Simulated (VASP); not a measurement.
# Sb (I4_1/amd) in VASP: notebook

Sb is run at these levels: PBE; tasks: single point.

All numbers are computed with VASP 6.6.1; they aren't measurements. Logs are shortened: lines on timing, memory, paths and dates and some standing lists are left out, and cuts for length are marked.

### 1 The cell of the first run

The structure is tetragonal, space group I4_1/amd (No. 141). The conventional cell has a = 5.250 Å, b = 5.250 Å, c = 2.784 Å, α = 90.00°, β = 90.00°, γ = 90.00°. Within 3.6 Å of Sb (site symmetry -4m2) lie 10 Sb at 2.72 to 3.35 Å.

### 2 Single point, PBE (volume scaled by 0.65)

INCAR reads:

```
PREC = Accurate
ENCUT = 520
EDIFF = 1E-7
ISMEAR = -1
SIGMA = 0.08
LREAL = False
LASPH = True
NELM = 60
ALGO = Normal
ISIF = 2
LWAVE = False
LCHARG = True
GGA = PE
LELF = True
LVHAR = True
NBANDS = 12
```

KPOINTS reads:

```
regular mesh
0
Gamma
  15 15 15
```

POSCAR reads:

```
Sb
1.0
   -2.6249834277      2.6249834277      1.3919810041
    2.6249834277     -2.6249834277      1.3919810041
    2.6249834277      2.6249834277     -1.3919810041
Sb
2
Direct
   -0.3750000000     -0.1250000000     -0.2500000000
    0.3750000000      0.1250000000      0.2500000000
```

Potentials or basis: VASP PAW PBE potentials, release 64 (Sb).

The run is started by

```console
> cat potpaw_PBE.64/Sb/POTCAR > POTCAR
> mpirun -np 1 vasp_std > vasp.out
```

OUTCAR:

```text
PREC = Accurate
   ENCUT = 520
   EDIFF = 1E-7
   ISMEAR = -1
   LREAL = False
   LASPH = True
   NELM = 60
   ISIF = 2
   GGA = PE

 ion  position               nearest neighbor table
   1  0.625  0.875  0.750-   2 2.72   2 2.72   2 2.72   2 2.72   2 3.35   2 3.35   2 3.35   2 3.35

   2  0.375  0.125  0.250-   1 2.72   1 2.72   1 2.72   1 2.72   1 3.35   1 3.35   1 3.35   1 3.35

  LATTYP: Found a body centered tetragonal cell.
 ALAT       =     5.2499668554
 C/A-ratio  =     0.5302818256

  Lattice vectors:

 A1 = (  -2.6249834277,   2.6249834277,   1.3919810041)
 A2 = (   2.6249834277,  -2.6249834277,   1.3919810041)
 A3 = (   2.6249834277,   2.6249834277,  -1.3919810041)

Analysis of symmetry for initial positions (statically):
=====================================================================
 Subroutine PRICEL returns:
 Original cell was already a primitive cell.

 Routine SETGRP: Setting up the symmetry group for a
 body centered tetragonal supercell.

 Subroutine GETGRP returns: Found 16 space group operations
 (whereof  4 operations were pure point group operations)
 out of a pool of 16 trial point group operations.

The static configuration has the point symmetry C_2h.
 The point group associated with its full space group is D_4h.

Analysis of symmetry for dynamics (positions and initial velocities):
=====================================================================
 Subroutine PRICEL returns:
 Original cell was already a primitive cell.

 Routine SETGRP: Setting up the symmetry group for a
 body centered tetragonal supercell.

 Subroutine GETGRP returns: Found 16 space group operations
 (whereof  4 operations were pure point group operations)
 out of a pool of 16 trial point group operations.

The dynamic configuration has the point symmetry C_2h.
 The point group associated with its full space group is D_4h.

 Subroutine INISYM returns: Found 16 space group operations
 (whereof  4 operations are pure point group operations),
 and found     1 'primitive' translations

----------------------------------------------------------------------------------------

                                     Primitive cell

  volume of cell :      38.3660

  direct lattice vectors                    reciprocal lattice vectors
    -2.624983428  2.624983428  1.391981004     0.000000000  0.190477393  0.359200304
     2.624983428 -2.624983428  1.391981004     0.190477393  0.000000000  0.359200304
     2.624983428  2.624983428 -1.391981004     0.190477393  0.190477393  0.000000000

  length of vectors
     3.964679950  3.964679950  3.964679950     0.406579015  0.406579015  0.269375713

  position of ions in fractional coordinates (direct lattice)
     0.625000000  0.875000000  0.750000000
     0.375000000  0.125000000  0.250000000

  ion indices of the primitive-cell ions
   primitive index   ion index
                 1           1
                 2           2

----------------------------------------------------------------------------------------

 KPOINTS: regular mesh

Automatic generation of k-mesh.
 Grid dimensions read from file:
 generate k-points for:   15   15   15

 Generating k-lattice:

  Cartesian coordinates                     Fractional coordinates (reciprocal lattice)
     0.000000000  0.012698493  0.023946687     0.066666667  0.000000000  0.000000000
     0.012698493  0.000000000  0.023946687     0.000000000  0.066666667  0.000000000
     0.012698493  0.012698493  0.000000000     0.000000000  0.000000000  0.066666667

  Length of vectors
     0.027105268  0.027105268  0.017958381

  Shift w.r.t. Gamma in fractional coordinates (k-lattice)
     0.000000000  0.000000000  0.000000000

 Subroutine IBZKPT returns following result:
 ===========================================

 Found    288 irreducible k-points:

 Following reciprocal coordinates:
            Coordinates               Weight
  0.000000  0.000000  0.000000      1.000000
  0.066667 -0.000000  0.000000      8.000000
  0.133333  0.000000  0.000000      8.000000
  0.200000  0.000000  0.000000      8.000000
  0.266667  0.000000  0.000000      8.000000
  0.333333  0.000000  0.000000      8.000000
[... 16 lines left out ...]
  0.133333  0.133333  0.000000      8.000000
  0.200000  0.133333  0.000000     16.000000
 [... further k-points ...]
   k-points           NKPTS =    288   k-points in BZ     NKDIM =    288   number of bands    NBANDS=     12
   number of dos      NEDOS =    301   number of ions     NIONS =      2
   total plane-waves  NPLWV =  27000
   dimension x,y,z NGX =    30 NGY =   30 NGZ =   30
   dimension x,y,z NGXF=    60 NGYF=   60 NGZF=   60
   ions per type =               2
   NGX,Y,Z   is equivalent  to a cutoff of  12.58, 12.58, 12.58 a.u.
   NGXF,Y,Z  is equivalent  to a cutoff of  25.16, 25.16, 25.16 a.u.
 SYSTEM =  unknown system
   PREC   = accura    normal or accurate (medium, high low for compatibility)
   ISTART =      0    job   : 0-new  1-cont  2-samecut
   ICHARG =      2    charge: 1-file 2-atom 10-const
   ISPIN  =      1    spin polarized calculation?
   LNONCOLLINEAR =      F non collinear calculations
   LSORBIT =      F    spin-orbit coupling
   LASPH  =      T    aspherical Exc in radial PAW
   ENCUT  =  520.0 eV  38.22 Ry    6.18 a.u.   7.37  7.37  7.37*2*pi/ulx,y,z
   NELM   =     60;   NELMIN=  2; NELMDL= -5     # of ELM steps
   EDIFF  = 0.1E-06   stopping-criterion for ELM
   LREAL  =      F    real-space projection
   EDIFFG = 0.1E-05   stopping-criterion for IOM
   NSW    =      0    number of steps for IOM
   IBRION =     -1    ionic relax: 0-MD 1-quasi-New 2-CG
   NFREE  =      0    steps in history (QN), initial steepest desc. (CG)
   ISIF   =      2    stress and relaxation
   ISYM   =      2    0-nonsym 1-usesym 2-fastsym
   POTIM  = 0.5000    time-step for ionic-motion
   TEBEG  =    0.0;   TEEND  =   0.0 temperature during run
   PSTRESS=    0.0 pullay stress
   NELECT =      10.0000    total number of electrons
   NUPDOWN=      -1.0000    fix difference up-down
   EMIN   =  10.00;   EMAX   =-10.00  energy-range for DOS
   EFERMI =   0.00;   METHOD = LEGACY
   ISMEAR =    -1;   SIGMA  =   0.08  broadening in eV -4-tet -1-fermi 0-gaus
   EFERMI_NEDOS =   21; number of points for ismear=-14 and -15
   IALGO  =     38    algorithm
   IMIX   =      4    mixing-type and parameters
     AMIX     =   0.40;   BMIX     =  1.00
     AMIX_MAG =   1.60;   BMIX_MAG =  1.00
  volume/ion in A,a.u.               =      19.18       129.45
  Fermi-wavevector in a.u.,A,eV,Ry     =   1.045746  1.976173 14.879110  1.093584
  Thomas-Fermi vector in A             =   2.180554
   LORBIT       =      0    0 simple, 1 ext, 2 COOP (PROOUT), +10 PAW based schemes
   GGA     = PE    functional components
   LHFCALC =     F    Hartree Fock is set to
   AEXX    =    0.0000 exact exchange contribution
   IVDW    =     0    specifies the selected vdW correction
   LEPSILON=     F    determine dielectric tensor
   LRPA    =     F    only Hartree local field effects (RPA)
 non-spin polarized calculation
  energy-cutoff  :      520.00
  volume of cell :       38.37
 maximum number of plane-waves:      1048
 NGX is ok and might be reduce to    30
   NGX = 15   NGY = 15   NGZ = 15

 number of electron      10.0000001 magnetization

 Free energy of the ion-electron system (eV)
  ---------------------------------------------------
  ext. energy  EPLUGINS =         0.00000000
  ---------------------------------------------------
  free energy    TOTEN  =        -5.24633585 eV

  energy without entropy =       -5.22875387  energy(sigma->0) =       -5.23754486

 E-fermi :  14.1551     XC(G=0): -11.6946

 val. band max:       14.1213059868   @ k =   0.4667   0.2667   0.0000
 cond. band min:      14.1588843057   @ k =  -0.1333   0.2000   0.1333
 fundamental gap:      0.0375783189
 Fermi energy:        14.1550652474

 k-point     1 :       0.0000    0.0000    0.0000
  band No.  band energies     occupation
      1      -2.6137      2.00000
      2       7.5784      2.00000
      3       8.4891      2.00000
      4       8.4891      2.00000
      5      14.4766      0.03530
      6      19.0524      0.00000
      7      19.0524      0.00000
      8      20.8112      0.00000
      9      21.1468      0.00000
     10      22.6006      0.00000
     11      23.3415      0.00000
     12      24.8986      0.00000

 k-point     2 :       0.0667   -0.0000    0.0000
  band No.  band energies     occupation
      1      -2.4961      2.00000
      2       7.2194      2.00000
      3       8.5054      2.00000
      4       9.0759      2.00000
      5      14.6626      0.00351
      6      18.6129      0.00000
      7      19.1076      0.00000
      8      19.8305      0.00000
      9      19.9805      0.00000
     10      22.4882      0.00000
     11      22.9908      0.00000
     12      23.2173      0.00000

 k-point     3 :       0.1333    0.0000    0.0000
  band No.  band energies     occupation
      1      -2.1429      2.00000
      2       6.8109      2.00000
      3       8.5662      2.00000
      4      10.1579      2.00000
      5      15.2011      0.00000
      6      17.1823      0.00000
      7      17.7796      0.00000
      8      18.3789      0.00000
      9      19.0843      0.00000
     10      21.5282      0.00000
     11      21.5928      0.00000
     12      23.1732      0.00000

 k-point     4 :       0.2000    0.0000    0.0000
  band No.  band energies     occupation
      1      -1.5538      2.00000
      2       6.5942      2.00000
      3       8.6969      2.00000
      4      11.4370      2.00000
      5      14.7639      0.00099
      6      15.8687      0.00000
      7      16.0247      0.00000
      8      17.3328      0.00000
      9      18.3526      0.00000
     10      20.5540      0.00000
     11      21.2140      0.00000
     12      23.6432      0.00000

 k-point     5 :       0.2667    0.0000    0.0000
  band No.  band energies     occupation
      1      -0.7289      2.00000
      2       6.5831      2.00000
      3       8.9179      2.00000
      4      11.8235      2.00000
      5      13.3410      1.99992
      6      14.0482      1.58376
      7      16.5574      0.00000
      8      16.5617      0.00000
      9      17.6703      0.00000
     10      19.7514      0.00000
     11      21.8320      0.00000
     12      24.1747      0.00000
[... 228 lines left out ...]
      1      -2.3941      2.00000
      2       6.2970      2.00000
      3       8.5288      2.00000
      4       9.9010      2.00000
      5      15.1168      0.00001
      6      17.6655      0.00000
      7      18.7731      0.00000
      8      19.5737      0.00000
      9      19.9755      0.00000
     10      22.8314      0.00000
     11      23.2975      0.00000
     12      23.7847      0.00000

 k-point    22 :      -0.0667    0.0667    0.0000
  band No.  band energies     occupation
      1      -2.5627      2.00000
      2       6.8068      2.00000
      3       8.5507      2.00000
      4       9.1567      2.00000
      5      14.7105      0.00193
      6      18.5249      0.00000
      7      18.7501      0.00000
      8      20.9246      0.00000
      9      21.0326      0.00000
     10      22.8872      0.00000
     11      23.4557      0.00000
     12      24.6447      0.00000

 k-point    23 :       0.1333    0.1333    0.0000
  band No.  band energies     occupation
      1      -0.9321      2.00000
      2       7.0524      2.00000
      3       9.9817      2.00000
      4      11.2310      2.00000
      5      13.2122      1.99998
      6      13.4168      1.99980
      7      16.3731      0.00000
      8      17.0891      0.00000
      9      17.3961      0.00000
     10      19.9466      0.00000
     11      20.5589      0.00000
     12      24.8676      0.00000

 k-point    24 :       0.2000    0.1333    0.0000
  band No.  band energies     occupation
      1       0.0254      2.00000
      2       7.2142      2.00000
      3      10.0168      2.00000
      4      10.9254      2.00000
      5      11.8458      2.00000
      6      12.6758      2.00000
      7      15.8424      0.00000
      8      16.2578      0.00000
      9      17.9488      0.00000
     10      19.7548      0.00000
     11      21.0333      0.00000
     12      25.8837      0.00000

 [... further k-points ...]
[... 5 lines left out ...]
  --------------------------------------------------------------------------------------
  -------------------------------------------------------------------------------------
  Total       15.5050265     15.5050265     15.5127704     -0.0000000      0.0000000      0.0000000
  in kB      647.4953643    647.4953643    647.8187503     -0.0000000      0.0000000      0.0000000
  external PRESSURE =     647.6031596 kB  Pullay stress =       0.0000000 kB

 VOLUME and BASIS-vectors are now :
 -----------------------------------------------------------------------------
  energy-cutoff  :      520.00
  volume of cell :       38.37
      direct lattice vectors                 reciprocal lattice vectors
    -2.624983428  2.624983428  1.391981004     0.000000000  0.190477393  0.359200304
     2.624983428 -2.624983428  1.391981004     0.190477393  0.000000000  0.359200304
     2.624983428  2.624983428 -1.391981004     0.190477393  0.190477393  0.000000000

 POSITION                                       TOTAL-FORCE (eV/Angst)
 -----------------------------------------------------------------------------------
      2.62498      1.31249      1.04399         0.000000     -0.000000      0.000000
      0.00000      1.31249      0.34800        -0.000000      0.000000     -0.000000
 -----------------------------------------------------------------------------------
    total drift:                                0.000000     -0.000000      0.000000

  FREE ENERGIE OF THE ION-ELECTRON SYSTEM (eV)
  ---------------------------------------------------
  free  energy   TOTEN  =        -5.2463358456 eV

  energy  without entropy=       -5.2287538702  energy(sigma->0) =       -5.23754486
```

Wall time 1.8 min (1 thread of Intel Xeon Platinum 8259CL at 2.50GHz (Skylake/Cascade Lake), shared host); peak memory 0.25 GiB.

Results:

```yaml
Free_energy: -5.2463 eV
Pressure: 64.8 GPa
Band_gap_on_the_k_mesh: zero (band 5 reaches 18.52 eV, above the bottom of band 6 at 10.69 eV)
```

Caveat: spin-orbit coupling is left out, which moves the levels of the heavy elements.

### 3 Single point, PBE (volume scaled by 0.65)

INCAR reads:

```
SYSTEM = Sb
ALGO = Normal
EDIFF = 1E-6
ENCUT = 520
GGA = PE
ISIF = 2
ISMEAR = -1
LASPH = .True.
LCHARG = .False.
LREAL = .False.
LWAVE = .False.
NBANDS = 12
NELM = 100
PREC = Accurate
SIGMA = 0.08
```

KPOINTS reads:

```
k-points
0
Gamma
  15 15 15
  0 0 0
```

POSCAR is that of step 2.

Potentials or basis: VASP PAW PBE potentials, release 64 (Sb).

The run is started by

```console
> cat potpaw_PBE.64/Sb/POTCAR > POTCAR
> mpirun -np 1 vasp_std > vasp.out
```

Wall time 1.7 min (1 thread of Intel Xeon Platinum 8259CL at 2.50GHz (Skylake/Cascade Lake), shared host); peak memory 0.25 GiB.

The run converged. Its results:

```
Free energy            : -5.2463 eV
Pressure               : 64.8 GPa
Band gap on the k mesh : zero (band 5 reaches 18.52 eV, above the bottom of band 6 at 10.69 eV)
```

Levels at points of the mesh, in eV from the Fermi level:
```
           k point  band 1  band 2  band 3  band 4  band 5  band 6  band 7  band 8  band 9  band 10
(0.00, 0.00, 0.00)  -16.77   -6.58   -5.67   -5.67    0.32    4.90    4.90    6.66    6.99     8.45
```

Caveat: spin-orbit coupling is left out, which moves the levels of the heavy elements.

(Continued in part 2 of 3.)
